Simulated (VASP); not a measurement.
# Ir (Fm-3m) in VASP: notebook

Ir is run at these levels: LDA; tasks: single point.

All numbers are computed with VASP 6.6.1; they aren't measurements. Logs are shortened: lines on timing, memory, paths and dates and some standing lists are left out, and cuts for length are marked.

## 1. The cell of the first run

Symmetry: Fm-3m, No. 225, cubic system. The conventional cell has a = 3.708 Å, b = 3.708 Å, c = 3.708 Å, α = 90.00°, β = 90.00°, γ = 90.00°. Within 3.5 Å of Ir (site symmetry m-3m) lie 12 Ir at 2.62 Å.

## 2. Single point, LDA (12.74 Å³/atom)

File INCAR:

```
  PREC = Accurate
  ENCUT = 560
  EDIFF = 1E-6
  ISMEAR = -1
  SIGMA = 0.1
  LREAL = F
  LASPH = T
  NELM = 120
  ALGO = Normal
  ISIF = 2
  LWAVE = F
  LCHARG = F
  NBANDS = 14
  GGA_COMPAT = F
```

File KPOINTS:

```
regular mesh
0
Gamma
  23 23 23
```

File POSCAR:

```
Ir
1.0
    0.0000000000      1.8538445272      1.8538445272
    1.8538445272      0.0000000000      1.8538445272
    1.8538445272      1.8538445272      0.0000000000
Ir
1
Direct
    0.0000000000      0.0000000000      0.0000000000
```

Potentials or basis: VASP PAW LDA potentials, release 64 (Ir_sv_GW).

Run with:

```bash
$ cat potpaw_LDA.64/Ir_sv_GW/POTCAR > POTCAR
$ mpirun -np 1 vasp_std > vasp.out
```

OUTCAR:

```text
PREC = Accurate
   ENCUT = 560
   EDIFF = 1E-6
   ISMEAR = -1
   LREAL = F
   LASPH = T
   NELM = 120
   ISIF = 2

 ion  position               nearest neighbor table
   1  0.000  0.000  0.000-

  LATTYP: Found a face centered cubic cell.
 ALAT       =     3.7076890544

  Lattice vectors:

 A1 = (   0.0000000000,   1.8538445272,   1.8538445272)
 A2 = (   1.8538445272,   0.0000000000,   1.8538445272)
 A3 = (   1.8538445272,   1.8538445272,   0.0000000000)

Analysis of symmetry for initial positions (statically):
=====================================================================
 Subroutine PRICEL returns:
 Original cell was already a primitive cell.

 Routine SETGRP: Setting up the symmetry group for a
 face centered cubic supercell.

 Subroutine GETGRP returns: Found 48 space group operations
 (whereof 48 operations were pure point group operations)
 out of a pool of 48 trial point group operations.

The static configuration has the point symmetry O_h .

Analysis of symmetry for dynamics (positions and initial velocities):
=====================================================================
 Subroutine PRICEL returns:
 Original cell was already a primitive cell.

 Routine SETGRP: Setting up the symmetry group for a
 face centered cubic supercell.

 Subroutine GETGRP returns: Found 48 space group operations
 (whereof 48 operations were pure point group operations)
 out of a pool of 48 trial point group operations.

The dynamic configuration has the point symmetry O_h .

 Subroutine INISYM returns: Found 48 space group operations
 (whereof 48 operations are pure point group operations),
 and found     1 'primitive' translations

----------------------------------------------------------------------------------------

                                     Primitive cell

  volume of cell :      12.7424

  direct lattice vectors                    reciprocal lattice vectors
     0.000000000  1.853844527  1.853844527    -0.269709780  0.269709780  0.269709780
     1.853844527  0.000000000  1.853844527     0.269709780 -0.269709780  0.269709780
     1.853844527  1.853844527  0.000000000     0.269709780  0.269709780 -0.269709780

  length of vectors
     2.621732073  2.621732073  2.621732073     0.467151043  0.467151043  0.467151043

  position of ions in fractional coordinates (direct lattice)
     0.000000000  0.000000000  0.000000000

  ion indices of the primitive-cell ions
   primitive index   ion index
                 1           1

[... 81 lines left out ...]
   PSTRESS=    0.0 pullay stress
   NELECT =      17.0000    total number of electrons
   NUPDOWN=      -1.0000    fix difference up-down
   EMIN   =  10.00;   EMAX   =-10.00  energy-range for DOS
   EFERMI =   0.00;   METHOD = LEGACY
   ISMEAR =    -1;   SIGMA  =   0.10  broadening in eV -4-tet -1-fermi 0-gaus
   EFERMI_NEDOS =   21; number of points for ismear=-14 and -15
   IALGO  =     38    algorithm
   IMIX   =      4    mixing-type and parameters
     AMIX     =   0.40;   BMIX     =  1.00
     AMIX_MAG =   1.60;   BMIX_MAG =  1.00
  volume/ion in A,a.u.               =      12.74        85.99
  Fermi-wavevector in a.u.,A,eV,Ry     =   1.802220  3.405702 44.191686  3.247997
  Thomas-Fermi vector in A             =   2.862581
   LORBIT       =      0    0 simple, 1 ext, 2 COOP (PROOUT), +10 PAW based schemes
   GGA     = CA    functional components
   LHFCALC =     F    Hartree Fock is set to
   AEXX    =    0.0000 exact exchange contribution
   IVDW    =     0    specifies the selected vdW correction
   LEPSILON=     F    determine dielectric tensor
   LRPA    =     F    only Hartree local field effects (RPA)
 non-spin polarized calculation
  energy-cutoff  :      560.00
  volume of cell :       12.74
 maximum number of plane-waves:       392
   NGX = 11   NGY = 11   NGZ = 11

 number of electron      17.0000000 magnetization

 Free energy of the ion-electron system (eV)
  ---------------------------------------------------
  ext. energy  EPLUGINS =         0.00000000
  ---------------------------------------------------
  free energy    TOTEN  =       -10.77965028 eV

  energy without entropy =      -10.75664237  energy(sigma->0) =      -10.76814633

 E-fermi :  14.7830     XC(G=0): -15.4613

 val. band max:       14.7786974715   @ k =   0.3043   0.2609   0.0435
 cond. band min:      14.7857122270   @ k =  -0.2609   0.3043   0.1304
 fundamental gap:      0.0070147555
 Fermi energy:        14.7830051929

 k-point     1 :       0.0000    0.0000    0.0000
  band No.  band energies     occupation
      1     -78.0668      2.00000
      2     -34.6021      2.00000
      3     -34.6021      2.00000
      4     -34.6021      2.00000
      5       2.5886      2.00000
      6      10.2321      2.00000
      7      10.2321      2.00000
      8      10.2321      2.00000
      9      13.4332      2.00000
     10      13.4332      2.00000
     11      28.0838      0.00000
     12      34.1612      0.00000
     13      34.1612      0.00000
     14      34.1612      0.00000
[... 377 lines left out ...]
      1     -77.9560      2.00000
      2     -35.7488      2.00000
      3     -34.7768      2.00000
      4     -34.7645      2.00000
      5       5.6266      2.00000
      6      10.0245      2.00000
      7      10.1724      2.00000
      8      13.4853      2.00000
      9      15.8744      0.00004
     10      16.3874      0.00000
     11      23.2219      0.00000
     12      27.9776      0.00000
     13      34.4976      0.00000
     14      34.6597      0.00000

 [... further k-points ...]

------------------------ aborting loop because EDIFF is reached ----------------------------------------

  FORCE on cell =-STRESS in cart. coord.  units (eV):
  Direction    XX          YY          ZZ          XY          YZ          ZX
  --------------------------------------------------------------------------------------
  -------------------------------------------------------------------------------------
  Total        3.2693500      3.2693500      3.2693500      0.0000000      0.0000000      0.0000000
  in kB      411.0759605    411.0759605    411.0759605      0.0000000      0.0000000      0.0000000
  external PRESSURE =     411.0759605 kB  Pullay stress =       0.0000000 kB

 VOLUME and BASIS-vectors are now :
 -----------------------------------------------------------------------------
  energy-cutoff  :      560.00
  volume of cell :       12.74
      direct lattice vectors                 reciprocal lattice vectors
     0.000000000  1.853844527  1.853844527    -0.269709780  0.269709780  0.269709780
     1.853844527  0.000000000  1.853844527     0.269709780 -0.269709780  0.269709780
     1.853844527  1.853844527  0.000000000     0.269709780  0.269709780 -0.269709780

 POSITION                                       TOTAL-FORCE (eV/Angst)
 -----------------------------------------------------------------------------------
      0.00000      0.00000      0.00000        -0.000000     -0.000000      0.000000
 -----------------------------------------------------------------------------------
    total drift:                                0.000000      0.000000      0.000000

  FREE ENERGIE OF THE ION-ELECTRON SYSTEM (eV)
  ---------------------------------------------------
  free  energy   TOTEN  =       -10.7796502761 eV

  energy  without entropy=      -10.7566423745  energy(sigma->0) =      -10.76814633
```

It took 40 s on 1 thread of Intel Xeon Platinum 8259CL at 2.50GHz (Skylake/Cascade Lake), shared host; peak memory 0.19 GiB.

Results:

```yaml
Free_energy: -10.7797 eV
Pressure: 41.1 GPa
Band_gap_on_the_k_mesh: zero (an odd number of electrons rules out a gap without spin polarisation)
```

Levels at points of the mesh, in eV from the Fermi level:
```tsv
k point	band 4	band 5	band 6	band 7	band 8	band 9	band 10	band 11	band 12	band 13
(0.00, 0.00, 0.00)	-49.39	-12.19	-4.55	-4.55	-4.55	-1.35	-1.35	13.30	19.38	19.38
```

Caveat: the cell stands under pressure; spin-orbit coupling is left out, which moves the levels of the heavy elements.

## 3. Single point, LDA (14.96 Å³/atom)

This run uses another cell than the first one, of 14.96 Å³/atom.

File INCAR:

```
PREC = Accurate ; ENCUT = 560
EDIFF = 1E-6 ; ISMEAR = -1
SIGMA = 0.1 ; LREAL = False
LASPH = True ; NELM = 120
ALGO = Normal ; ISIF = 2
LWAVE = False ; LCHARG = True
LELF = True ; LVHAR = True
NBANDS = 14 ; GGA_COMPAT = False
```

KPOINTS is that of step 2.

File POSCAR:

```
Ir
1.0
    0.0000000000      1.9556236705      1.9556236705
    1.9556236705      0.0000000000      1.9556236705
    1.9556236705      1.9556236705      0.0000000000
Ir
1
Direct
    0.0000000000      0.0000000000      0.0000000000
```

Potentials or basis: VASP PAW LDA potentials, release 64 (Ir_sv_GW).

Run with:

```bash
$ cat potpaw_LDA.64/Ir_sv_GW/POTCAR > POTCAR
$ mpirun -np 1 vasp_std > vasp.out
```

OUTCAR:

```text
PREC = Accurate
   ENCUT = 560
   EDIFF = 1E-6
   ISMEAR = -1
   LREAL = False
   LASPH = True
   NELM = 120
   ISIF = 2

 ion  position               nearest neighbor table
   1  0.000  0.000  0.000-

  LATTYP: Found a face centered cubic cell.
 ALAT       =     3.9112473410

  Lattice vectors:

 A1 = (   0.0000000000,   1.9556236705,   1.9556236705)
 A2 = (   1.9556236705,   0.0000000000,   1.9556236705)
 A3 = (   1.9556236705,   1.9556236705,   0.0000000000)

Analysis of symmetry for initial positions (statically):
=====================================================================
 Subroutine PRICEL returns:
 Original cell was already a primitive cell.

 Routine SETGRP: Setting up the symmetry group for a
 face centered cubic supercell.

 Subroutine GETGRP returns: Found 48 space group operations
 (whereof 48 operations were pure point group operations)
 out of a pool of 48 trial point group operations.

The static configuration has the point symmetry O_h .

Analysis of symmetry for dynamics (positions and initial velocities):
[... 170 lines left out ...]
      5       1.0811      2.00000
      6       8.0015      2.00000
      7       8.0015      2.00000
      8       8.0015      2.00000
      9      10.4948      1.99995
     10      10.4948      1.99995
     11      25.3933      0.00000
     12      30.5539      0.00000
     13      30.5539      0.00000
     14      30.5539      0.00000
[... 377 lines left out ...]
      1     -80.7414      2.00000
      2     -38.1557      2.00000
      3     -37.6095      2.00000
      4     -37.6025      2.00000
      5       4.1213      2.00000
      6       7.8667      2.00000
      7       7.9803      2.00000
      8      10.6357      1.99981
      9      12.3724      0.00061
     10      12.8509      0.00001
     11      18.2930      0.00000
     12      25.1689      0.00000
     13      30.0998      0.00000
     14      30.2875      0.00000

 [... further k-points ...]

------------------------ aborting loop because EDIFF is reached ----------------------------------------

  FORCE on cell =-STRESS in cart. coord.  units (eV):
  Direction    XX          YY          ZZ          XY          YZ          ZX
  --------------------------------------------------------------------------------------
  -------------------------------------------------------------------------------------
  Total       -2.4470303     -2.4470303     -2.4470303      0.0000000      0.0000000     -0.0000000
  in kB     -262.0982202   -262.0982202   -262.0982202      0.0000000      0.0000000     -0.0000000
  external PRESSURE =    -262.0982202 kB  Pullay stress =       0.0000000 kB

 VOLUME and BASIS-vectors are now :
 -----------------------------------------------------------------------------
  energy-cutoff  :      560.00
  volume of cell :       14.96
      direct lattice vectors                 reciprocal lattice vectors
     0.000000000  1.955623671  1.955623671    -0.255672913  0.255672913  0.255672913
     1.955623671  0.000000000  1.955623671     0.255672913 -0.255672913  0.255672913
     1.955623671  1.955623671  0.000000000     0.255672913  0.255672913 -0.255672913

 POSITION                                       TOTAL-FORCE (eV/Angst)
 -----------------------------------------------------------------------------------
      0.00000      0.00000      0.00000        -0.000000     -0.000000      0.000000
 -----------------------------------------------------------------------------------
    total drift:                               -0.000000     -0.000000      0.000000

  FREE ENERGIE OF THE ION-ELECTRON SYSTEM (eV)
  ---------------------------------------------------
  free  energy   TOTEN  =       -10.8338084817 eV

  energy  without entropy=      -10.8020381840  energy(sigma->0) =      -10.81792333
```

OSZICAR:

```text
N       E                     dE             d eps       ncg     rms          rms(c)
DAV:   1     0.113770524773E+03    0.11377E+03   -0.11905E+04 10502   0.133E+03
DAV:   2    -0.104183331920E+02   -0.12419E+03   -0.11911E+03 12790   0.397E+02
DAV:   3    -0.121813699550E+02   -0.17630E+01   -0.17573E+01 11308   0.446E+01
DAV:   4    -0.121842351805E+02   -0.28652E-02   -0.28651E-02 12118   0.220E+00
DAV:   5    -0.121842414114E+02   -0.62309E-05   -0.62305E-05 11278   0.970E-02    0.673E+01
DAV:   6    -0.109367048848E+02    0.12475E+01   -0.17540E+00 10558   0.136E+01    0.360E+01
DAV:   7    -0.108507094424E+02    0.85995E-01   -0.38462E-01 11752   0.585E+00    0.790E+00
DAV:   8    -0.108340339850E+02    0.16675E-01   -0.62862E-02 10342   0.308E+00    0.723E-01
DAV:   9    -0.108339559353E+02    0.78050E-04   -0.67914E-04 11440   0.327E-01    0.293E-01
DAV:  10    -0.108338104446E+02    0.14549E-03   -0.25677E-04 11218   0.230E-01    0.223E-01
DAV:  11    -0.108338085242E+02    0.19204E-05   -0.50766E-06 11596   0.299E-02    0.481E-02
DAV:  12    -0.108338084817E+02    0.42503E-07   -0.15348E-07  5480   0.434E-03
   1 F= -.10833808E+02 E0= -.10817923E+02  d E =-.317703E-01
```

stdout:

```text
POSCAR found type information on POSCAR Ir
 POSCAR found :  1 types and       1 ions
 scaLAPACK will be used
 LDA part: xc-table for (Slater(with rela. corr.)+CA(PZ))
 , standard interpolation
 POSCAR, INCAR and KPOINTS ok, starting setup
 FFT: planning ... GRIDC
 FFT: planning ... GRID_SOFT
 FFT: planning ... GRID
 WAVECAR not read
 entering main loop
```

It took 60 s on 1 thread of AMD EPYC 7R13 (Zen 3), shared host; peak memory 0.18 GiB.

Results:

- Free energy: -10.8338 eV
- Pressure: -26.2 GPa
- Band gap on the k mesh: zero (an odd number of electrons rules out a gap without spin polarisation)

Levels at points of the mesh, in eV from the Fermi level:
```
           k point  band 5  band 6  band 7  band 8  band 9  band 10  band 11  band 12
(0.00, 0.00, 0.00)  -10.48   -3.56   -3.56   -3.56   -1.07    -1.07    13.83    18.99
```

Caveat: the cell stands under tension; spin-orbit coupling is left out, which moves the levels of the heavy elements.
